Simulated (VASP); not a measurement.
# P (P4/mmm) in VASP: further runs

P is run at these levels: PBEsol; tasks: single point.

Program: VASP 6.6.1. These are calculated values, not measurements. Logs are shortened: lines on timing, memory, paths and dates and some standing lists are left out, and cuts for length are marked.

### 1 The cell of the first run

It takes space group P4/mmm (No. 123, tetragonal). Conventional cell: a = 2.438 Å, b = 2.438 Å, c = 2.349 Å, α = 90.00°, β = 90.00°, γ = 90.00°. P (site symmetry 4/mmm) has 6 P at 2.35 to 2.44 Å within 3.1 Å.

### 2 Single point, PBEsol (uniaxial strain along c: -3.0 %, then relaxed in part)

INCAR reads:

```
PREC = Accurate ; ENCUT = 520
EDIFF = 1E-7 ; ISMEAR = 0
SIGMA = 0.1 ; LREAL = F
LASPH = T ; NELM = 60
ALGO = Normal ; ISIF = 2
LWAVE = F ; LCHARG = T
GGA = PS ; LELF = T
LVHAR = T ; NBANDS = 8
```

KPOINTS reads:

```
Automatic mesh
0
Gamma
  18 18 18
```

POSCAR reads:

```
P
1.0
    2.4382876118      0.0000000000      0.0000000000
    0.0000000000      2.4382876118      0.0000000000
    0.0000000000      0.0000000000      2.3489643398
P
1
Direct
    0.0000000000      0.0000000000      0.0000000000
```

Potentials or basis: VASP PAW PBE potentials, release 64 (P).

Command:

```
$ cat potpaw_PBE.64/P/POTCAR > POTCAR
$ mpirun -np 1 vasp_std > vasp.out
```

OUTCAR:

```text
PREC = Accurate
   ENCUT = 520
   EDIFF = 1E-7
   ISMEAR = 0
   LREAL = F
   LASPH = T
   NELM = 60
   ISIF = 2
   GGA = PS

 ion  position               nearest neighbor table
   1  0.000  0.000  0.000-

  LATTYP: Found a simple tetragonal cell.
 ALAT       =     2.4382876118
 C/A-ratio  =     0.9633663922

  Lattice vectors:

 A1 = (   2.4382876118,   0.0000000000,   0.0000000000)
 A2 = (   0.0000000000,   2.4382876118,   0.0000000000)
 A3 = (   0.0000000000,   0.0000000000,   2.3489643398)

Analysis of symmetry for initial positions (statically):
=====================================================================
 Subroutine PRICEL returns:
 Original cell was already a primitive cell.

 Routine SETGRP: Setting up the symmetry group for a
 simple tetragonal supercell.

 Subroutine GETGRP returns: Found 16 space group operations
 (whereof 16 operations were pure point group operations)
 out of a pool of 16 trial point group operations.

The static configuration has the point symmetry D_4h.

Analysis of symmetry for dynamics (positions and initial velocities):
=====================================================================
 Subroutine PRICEL returns:
 Original cell was already a primitive cell.

 Routine SETGRP: Setting up the symmetry group for a
 simple tetragonal supercell.

 Subroutine GETGRP returns: Found 16 space group operations
 (whereof 16 operations were pure point group operations)
 out of a pool of 16 trial point group operations.

The dynamic configuration has the point symmetry D_4h.

 Subroutine INISYM returns: Found 16 space group operations
 (whereof 16 operations are pure point group operations),
 and found     1 'primitive' translations

----------------------------------------------------------------------------------------

                                     Primitive cell

  volume of cell :      13.9652

  direct lattice vectors                    reciprocal lattice vectors
     2.438287612  0.000000000  0.000000000     0.410123890  0.000000000  0.000000000
     0.000000000  2.438287612  0.000000000     0.000000000  0.410123890  0.000000000
     0.000000000  0.000000000  2.348964340     0.000000000  0.000000000  0.425719532

  length of vectors
     2.438287612  2.438287612  2.348964340     0.410123890  0.410123890  0.425719532

  position of ions in fractional coordinates (direct lattice)
     0.000000000  0.000000000  0.000000000

  ion indices of the primitive-cell ions
   primitive index   ion index
                 1           1

----------------------------------------------------------------------------------------

 KPOINTS: Automatic mesh

Automatic generation of k-mesh.
 Grid dimensions read from file:
 generate k-points for:   18   18   18

 Generating k-lattice:

  Cartesian coordinates                     Fractional coordinates (reciprocal lattice)
     0.022784661  0.000000000  0.000000000     0.055555556  0.000000000  0.000000000
     0.000000000  0.022784661  0.000000000     0.000000000  0.055555556  0.000000000
     0.000000000  0.000000000  0.023651085     0.000000000  0.000000000  0.055555556

  Length of vectors
     0.022784661  0.022784661  0.023651085

  Shift w.r.t. Gamma in fractional coordinates (k-lattice)
     0.000000000  0.000000000  0.000000000

 Subroutine IBZKPT returns following result:
 ===========================================

 Found    550 irreducible k-points:

 Following reciprocal coordinates:
            Coordinates               Weight
  0.000000  0.000000  0.000000      1.000000
  0.055556  0.000000  0.000000      4.000000
  0.111111  0.000000  0.000000      4.000000
  0.166667  0.000000  0.000000      4.000000
  0.222222  0.000000  0.000000      4.000000
  0.277778  0.000000  0.000000      4.000000
[... 16 lines left out ...]
  0.277778  0.111111  0.000000      8.000000
  0.333333  0.111111  0.000000      8.000000
 [... further k-points ...]
   k-points           NKPTS =    550   k-points in BZ     NKDIM =    550   number of bands    NBANDS=      8
   number of dos      NEDOS =    301   number of ions     NIONS =      1
   total plane-waves  NPLWV =   5832
   dimension x,y,z NGX =    18 NGY =   18 NGZ =   18
   dimension x,y,z NGXF=    36 NGYF=   36 NGZF=   36
   ions per type =               1
   NGX,Y,Z   is equivalent  to a cutoff of  12.27, 12.27, 12.74 a.u.
   NGXF,Y,Z  is equivalent  to a cutoff of  24.55, 24.55, 25.48 a.u.
 SYSTEM =  unknown system
   PREC   = accura    normal or accurate (medium, high low for compatibility)
   ISTART =      0    job   : 0-new  1-cont  2-samecut
   ICHARG =      2    charge: 1-file 2-atom 10-const
   ISPIN  =      1    spin polarized calculation?
   LNONCOLLINEAR =      F non collinear calculations
   LSORBIT =      F    spin-orbit coupling
   LASPH  =      T    aspherical Exc in radial PAW
   ENCUT  =  520.0 eV  38.22 Ry    6.18 a.u.   4.53  4.53  4.37*2*pi/ulx,y,z
   NELM   =     60;   NELMIN=  2; NELMDL= -5     # of ELM steps
   EDIFF  = 0.1E-06   stopping-criterion for ELM
   LREAL  =      F    real-space projection
   EDIFFG = 0.1E-05   stopping-criterion for IOM
   NSW    =      0    number of steps for IOM
   IBRION =     -1    ionic relax: 0-MD 1-quasi-New 2-CG
   NFREE  =      0    steps in history (QN), initial steepest desc. (CG)
   ISIF   =      2    stress and relaxation
   ISYM   =      2    0-nonsym 1-usesym 2-fastsym
   POTIM  = 0.5000    time-step for ionic-motion
   TEBEG  =    0.0;   TEEND  =   0.0 temperature during run
   PSTRESS=    0.0 pullay stress
   NELECT =       5.0000    total number of electrons
   NUPDOWN=      -1.0000    fix difference up-down
   EMIN   =  10.00;   EMAX   =-10.00  energy-range for DOS
   EFERMI =   0.00;   METHOD = LEGACY
   ISMEAR =     0;   SIGMA  =   0.10  broadening in eV -4-tet -1-fermi 0-gaus
   EFERMI_NEDOS =   21; number of points for ismear=-14 and -15
   IALGO  =     38    algorithm
   IMIX   =      4    mixing-type and parameters
     AMIX     =   0.40;   BMIX     =  1.00
     AMIX_MAG =   1.60;   BMIX_MAG =  1.00
  volume/ion in A,a.u.               =      13.97        94.24
  Fermi-wavevector in a.u.,A,eV,Ry     =   1.162473  2.196755 18.386132  1.351343
  Thomas-Fermi vector in A             =   2.299033
   LORBIT       =      0    0 simple, 1 ext, 2 COOP (PROOUT), +10 PAW based schemes
   GGA     = PS    functional components
   LHFCALC =     F    Hartree Fock is set to
   AEXX    =    0.0000 exact exchange contribution
   IVDW    =     0    specifies the selected vdW correction
   LEPSILON=     F    determine dielectric tensor
   LRPA    =     F    only Hartree local field effects (RPA)
 non-spin polarized calculation
 Gauss-broadening in eV      SIGMA  =   0.10
  energy-cutoff  :      520.00
  volume of cell :       13.97
 maximum number of plane-waves:       392
   NGX =  9   NGY =  9   NGZ =  9

 number of electron       4.9999999 magnetization

 Free energy of the ion-electron system (eV)
  ---------------------------------------------------
  ext. energy  EPLUGINS =         0.00000000
  ---------------------------------------------------
  free energy    TOTEN  =        -5.75786425 eV

  energy without entropy =       -5.75616191  energy(sigma->0) =       -5.75701308

 E-fermi :  10.1879     XC(G=0): -11.5579

 val. band max:       10.1775540609   @ k =   0.2778   0.2778   0.4444
 cond. band min:      10.2133525863   @ k =   0.5000   0.4444   0.4444
 fundamental gap:      0.0357985254
 Fermi energy:        10.1879171976

 k-point     1 :       0.0000    0.0000    0.0000
  band No.  band energies     occupation
      1      -6.7604      2.00000
      2      14.8895      0.00000
      3      14.8895      0.00000
      4      16.5505      0.00000
      5      16.7343      0.00000
      6      17.1335      0.00000
      7      24.8689      0.00000
      8      34.5104      0.00000

 k-point     2 :       0.0556    0.0000    0.0000
  band No.  band energies     occupation
      1      -6.6898      2.00000
      2      13.5241      0.00000
      3      14.9454      0.00000
      4      16.6057      0.00000
      5      17.0507      0.00000
      6      18.1950      0.00000
      7      25.0702      0.00000
      8      33.9421      0.00000

 k-point     3 :       0.1111    0.0000    0.0000
  band No.  band energies     occupation
      1      -6.4786      2.00000
      2      11.5305      0.00000
      3      15.1118      0.00000
      4      16.7700      0.00000
      5      17.2299      0.00000
      6      19.9931      0.00000
      7      25.7134      0.00000
      8      32.6076      0.00000

 k-point     4 :       0.1667    0.0000    0.0000
  band No.  band energies     occupation
      1      -6.1289      2.00000
      2       9.5432      2.00000
      3      15.3842      0.00000
      4      17.0390      0.00000
      5      17.5005      0.00000
      6      21.5536      0.00000
      7      26.8558      0.00000
      8      31.0020      0.00000

 k-point     5 :       0.2222    0.0000    0.0000
  band No.  band energies     occupation
      1      -5.6451      2.00000
      2       7.6383      2.00000
      3      15.7536      0.00000
      4      17.4039      0.00000
      5      17.8578      0.00000
      6      22.7914      0.00000
      7      28.3723      0.00000
      8      29.3732      0.00000

 k-point     6 :       0.2778    0.0000    0.0000
  band No.  band energies     occupation
      1      -5.0353      2.00000
      2       5.8488      2.00000
      3      16.2033      0.00000
      4      17.8482      0.00000
      5      18.2792      0.00000
      6      23.8274      0.00000
      7      27.8369      0.00000
      8      29.2748      0.00000

 k-point     7 :       0.3333    0.0000    0.0000
  band No.  band energies     occupation
      1      -4.3167      2.00000
      2       4.2039      2.00000
      3      16.7024      0.00000
      4      18.3416      0.00000
      5      18.7263      0.00000
      6      24.7930      0.00000
      7      26.4680      0.00000
      8      27.9330      0.00000

 k-point     8 :       0.3889    0.0000    0.0000
  band No.  band energies     occupation
      1      -3.5303      2.00000
      2       2.7520      2.00000
      3      17.1939      0.00000
      4      18.8279      0.00000
      5      19.1405      0.00000
      6      25.3449      0.00000
      7      25.7458      0.00000
      8      26.8292      0.00000

 k-point     9 :       0.4444    0.0000    0.0000
  band No.  band energies     occupation
      1      -2.7944      2.00000
      2       1.6152      2.00000
      3      17.5796      0.00000
      4      19.2098      0.00000
      5      19.4431      0.00000
      6      24.5769      0.00000
      7      26.0729      0.00000
      8      26.6514      0.00000

 k-point    10 :       0.5000    0.0000    0.0000
  band No.  band energies     occupation
      1      -2.4416      2.00000
      2       1.1286      2.00000
      3      17.7310      0.00000
      4      19.3598      0.00000
      5      19.5557      0.00000
      6      24.2976      0.00000
      7      25.7975      0.00000
      8      27.1670      0.00000
[... 78 lines left out ...]
 k-point    18 :       0.4444    0.0556    0.0000
  band No.  band energies     occupation
      1      -2.7238      2.00000
      2       1.6797      2.00000
      3      16.3979      0.00000
      4      19.2617      0.00000
      5      20.5148      0.00000
      6      23.2481      0.00000
      7      26.1276      0.00000
      8      27.5036      0.00000

 k-point    19 :       0.5000    0.0556    0.0000
  band No.  band energies     occupation
      1      -2.3708      2.00000
      2       1.1930      2.00000
      3      16.5544      0.00000
      4      19.4115      0.00000
      5      20.6339      0.00000
      6      22.9801      0.00000
      7      25.8525      0.00000
      8      28.2638      0.00000

 k-point    20 :       0.1111    0.1111    0.0000
  band No.  band energies     occupation
      1      -6.1970      2.00000
      2      11.3204      0.00000
      3      12.3295      0.00000
      4      16.9887      0.00000
      5      19.3089      0.00000
      6      21.3091      0.00000
      7      26.2064      0.00000
      8      30.6835      0.00000

 k-point    21 :       0.1667    0.1111    0.0000
  band No.  band energies     occupation
      1      -5.8476      2.00000
      2       9.7112      2.00000
      3      12.2584      0.00000
      4      17.2567      0.00000
      5      19.8004      0.00000
      6      22.8006      0.00000
      7      26.6556      0.00000
      8      29.5239      0.00000

 k-point    22 :       0.2222    0.1111    0.0000
  band No.  band energies     occupation
      1      -5.3640      2.00000
      2       7.8600      2.00000
      3      12.6101      0.00000
      4      17.6201      0.00000
      5      20.2207      0.00000
      6      23.9645      0.00000
      7      26.3773      0.00000
      8      29.6854      0.00000

 k-point    23 :       0.2778    0.1111    0.0000
  band No.  band energies     occupation
      1      -4.7546      2.00000
      2       6.0898      2.00000
      3      13.0816      0.00000
      4      18.0625      0.00000
      5      20.6599      0.00000
      6      24.1239      0.00000
      7      26.0580      0.00000
      8      29.4754      0.00000

 k-point    24 :       0.3333    0.1111    0.0000
  band No.  band energies     occupation
      1      -4.0362      2.00000
      2       4.4544      2.00000
      3      13.6186      0.00000
      4      18.5534      0.00000
      5      21.0941      0.00000
      6      23.1726      0.00000
      7      26.6970      0.00000
      8      28.1398      0.00000

 [... further k-points ...]
[... 5 lines left out ...]
  --------------------------------------------------------------------------------------
  -------------------------------------------------------------------------------------
  Total        0.0088838      0.0088838      0.6283945      0.0000000      0.0000000      0.0000000
  in kB        1.0192101      1.0192101     72.0935939      0.0000000      0.0000000      0.0000000
  external PRESSURE =      24.7106714 kB  Pullay stress =       0.0000000 kB

 VOLUME and BASIS-vectors are now :
 -----------------------------------------------------------------------------
  energy-cutoff  :      520.00
  volume of cell :       13.97
      direct lattice vectors                 reciprocal lattice vectors
     2.438287612  0.000000000  0.000000000     0.410123890  0.000000000  0.000000000
     0.000000000  2.438287612  0.000000000     0.000000000  0.410123890  0.000000000
     0.000000000  0.000000000  2.348964340     0.000000000  0.000000000  0.425719532

 POSITION                                       TOTAL-FORCE (eV/Angst)
 -----------------------------------------------------------------------------------
      0.00000      0.00000      0.00000         0.000000      0.000000      0.000000
 -----------------------------------------------------------------------------------
    total drift:                                0.000000      0.000000      0.000000

  FREE ENERGIE OF THE ION-ELECTRON SYSTEM (eV)
  ---------------------------------------------------
  free  energy   TOTEN  =        -5.7578642464 eV

  energy  without entropy=       -5.7561619143  energy(sigma->0) =       -5.75701308
```

Wall time 26 s (1 thread of Intel Xeon Platinum 8259CL at 2.50GHz (Skylake/Cascade Lake), shared host); peak memory 0.15 GiB.

Results:

* Free energy: -5.7579 eV
* Pressure: 2.5 GPa
* Band gap on the k mesh: zero (an odd number of electrons rules out a gap without spin polarisation)

Stress tensor (GPa, compression positive):
```
0.10 0.00 0.00
0.00 0.10 0.00
0.00 0.00 7.21
```

Levels at points of the mesh, in eV from the Fermi level:
```csv
k point,band 1,band 2,band 3,band 4,band 5,band 6
"(0.00, 0.00, 0.00)",-16.95,4.70,4.70,6.36,6.55,6.95
"(0.50, 0.00, 0.00)",-12.63,-9.06,7.54,9.17,9.37,14.11
"(0.50, 0.50, 0.00)",-7.99,-5.62,-5.62,0.58,11.77,17.71
"(0.00, 0.00, 0.50)",-11.86,-9.11,8.11,8.11,9.63,13.97
"(0.50, 0.00, 0.50)",-7.10,-5.76,-5.05,0.66,10.73,16.47
"(0.50, 0.50, 0.50)",-2.73,-1.93,-1.93,-1.12,4.33,4.33
```

Caveat: the cell differs from its parent crystal (uniaxial strain along c: -3.0 %, then relaxed in part); the stress differs along the axes, from 0 to 7 GPa; the PAW data sets were made with another functional, which shifts forces and pressure a little; an odd number of electrons without spin polarisation forces a metal; a magnetic or distorted state may lie lower.

### 3 Single point, PBEsol (uniaxial strain along c: -3.0 %)

INCAR reads:

```
SYSTEM = P
ALGO = Normal
EDIFF = 1E-7
ENCUT = 520
GGA = PS
ISIF = 2
ISMEAR = 0
LASPH = .True.
LCHARG = .False.
LREAL = .False.
LWAVE = .False.
NBANDS = 8
NELM = 80
PREC = Accurate
SIGMA = 0.1
```

KPOINTS reads:

```
k-points
0
Gamma
  18 18 18
  0 0 0
```

POSCAR reads:

```
P
1.0
    2.4397748169      0.0000000000      0.0000000000
    0.0000000000      2.4397748169      0.0000000000
    0.0000000000      0.0000000000      2.3489643398
P
1
Direct
    0.0000000000      0.0000000000      0.0000000000
```

Potentials or basis: VASP PAW PBE potentials, release 64 (P).

Command:

```
$ cat potpaw_PBE.64/P/POTCAR > POTCAR
$ mpirun -np 1 vasp_std > vasp.out
```

Run time: 25 s. Hardware: 1 thread of Intel Xeon Platinum 8259CL at 2.50GHz (Skylake/Cascade Lake), shared host; peak memory 0.15 GiB.

Results (log left out):

```
Free energy            : -5.7579 eV
Pressure               : 2.3 GPa
Band gap on the k mesh : zero (an odd number of electrons rules out a gap without spin polarisation)
```

Stress tensor (GPa, compression positive):
```
-0.10  0.00  0.00
 0.00 -0.10  0.00
 0.00  0.00  7.19
```

Levels at points of the mesh, in eV from the Fermi level:
```tsv
k point	band 1	band 2	band 3	band 4	band 5	band 6
(0.00, 0.00, 0.00)	-16.94	4.69	4.69	6.37	6.54	6.95
(0.50, 0.00, 0.00)	-12.63	-9.05	7.52	9.17	9.36	14.10
(0.50, 0.50, 0.00)	-8.00	-5.62	-5.62	0.58	11.77	17.69
(0.00, 0.00, 0.50)	-11.85	-9.10	8.09	8.09	9.63	13.95
(0.50, 0.00, 0.50)	-7.10	-5.76	-5.04	0.67	10.70	16.45
(0.50, 0.50, 0.50)	-2.74	-1.93	-1.93	-1.13	4.33	4.33
```

Caveat: the cell differs from its parent crystal (uniaxial strain along c: -3.0 %); the stress differs along the axes, from -0 to 7 GPa; the PAW data sets were made with another functional, which shifts forces and pressure a little; an odd number of electrons without spin polarisation forces a metal; a magnetic or distorted state may lie lower.

### 4 Single point, PBEsol (uniaxial strain along c: -1.0 %, then relaxed in part)

INCAR reads:

```
SYSTEM = P
PREC = Accurate
ENCUT = 520
EDIFF = 1E-6
ISMEAR = 0
SIGMA = 0.1
LREAL = .FALSE.
LASPH = .TRUE.
NELM = 80
ALGO = Normal
ISIF = 2
LWAVE = .FALSE.
LCHARG = .FALSE.
GGA = PS
NBANDS = 8
```

KPOINTS reads:

```
regular mesh
0
G
  18 18 18
  0 0 0
```

POSCAR reads:

```
P
1.0
    2.4301249700      0.0000000000      0.0000000000
    0.0000000000      2.4301249700      0.0000000000
    0.0000000000      0.0000000000      2.3973965942
P
1
Direct
    0.0000000000      0.0000000000      0.0000000000
```

Command:

```
$ cat potpaw_PBE.64/P/POTCAR > POTCAR
$ mpirun -np 1 vasp_std > vasp.out
```

It took 24 s on 1 thread of Intel Xeon Platinum 8259CL at 2.50GHz (Skylake/Cascade Lake), shared host; peak memory 0.15 GiB.

Results (log left out):

```
Free energy            : -5.7648 eV
Pressure               : 0.5 GPa
Band gap on the k mesh : zero (an odd number of electrons rules out a gap without spin polarisation)
```

Stress tensor (GPa, compression positive):
```
0.11 0.00 0.00
0.00 0.11 0.00
0.00 0.00 1.42
```

Levels at points of the mesh, in eV from the Fermi level:
```csv
k point,band 1,band 2,band 3,band 4,band 5,band 6
"(0.00, 0.00, 0.00)",-16.74,5.03,5.03,5.62,6.78,6.94
"(0.50, 0.00, 0.00)",-12.33,-8.89,7.92,8.50,9.49,14.39
"(0.50, 0.50, 0.00)",-7.57,-5.40,-5.40,0.75,11.16,17.49
"(0.00, 0.00, 0.50)",-12.06,-8.91,8.12,8.12,9.58,14.34
"(0.50, 0.00, 0.50)",-7.26,-5.46,-5.20,0.78,10.79,16.92
"(0.50, 0.50, 0.50)",-2.32,-2.04,-2.04,-1.24,4.54,4.54
```

Caveat: the cell differs from its parent crystal (uniaxial strain along c: -1.0 %, then relaxed in part); the PAW data sets were made with another functional, which shifts forces and pressure a little; an odd number of electrons without spin polarisation forces a metal; a magnetic or distorted state may lie lower.

(Part 1 of 2 ends here.)

The gap in the log of VASP goes by the Fermi energy; the results here count the filled bands.